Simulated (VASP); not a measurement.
W3S, 4 atoms in the cell. The cell holds a slab with vacuum, 4 atoms: a = 2.757 Å, b = 2.757 Å, c = 19.856 Å, α = 90.00°, β = 90.00°, γ = 109.47°. 

```yaml
Program: VASP 6.6.1
Task: single point
Functional: PBE
Potentials_or_basis: VASP PAW PBE potentials, release 64 (W_sv, S)
Cutoff: 520 eV
k_mesh: 10 × 10 × 1
Occupations: gaussian, width 0.1 eV
Spin: no spin polarisation
Dipole_correction: yes
Further_INCAR_settings: ALGO = Normal; EDIFF = 1e-07; NBANDS = 32
```

Potentials or basis: VASP PAW PBE potentials, release 64 (W_sv, S).

The run is started by

```bash
$ cat potpaw_PBE.64/W_sv/POTCAR potpaw_PBE.64/S/POTCAR > POTCAR
$ mpirun -np 1 vasp_std > vasp.out
```

Hardware: 1 thread of Intel Xeon 8259CL, with other jobs on the host.

Estimate the wall time of this run.

It took 5.2 min on 1 thread of Intel Xeon 8259CL, with other jobs on the host, peak memory 0.34 GiB. Counts: scf iterations 26, k points 31.
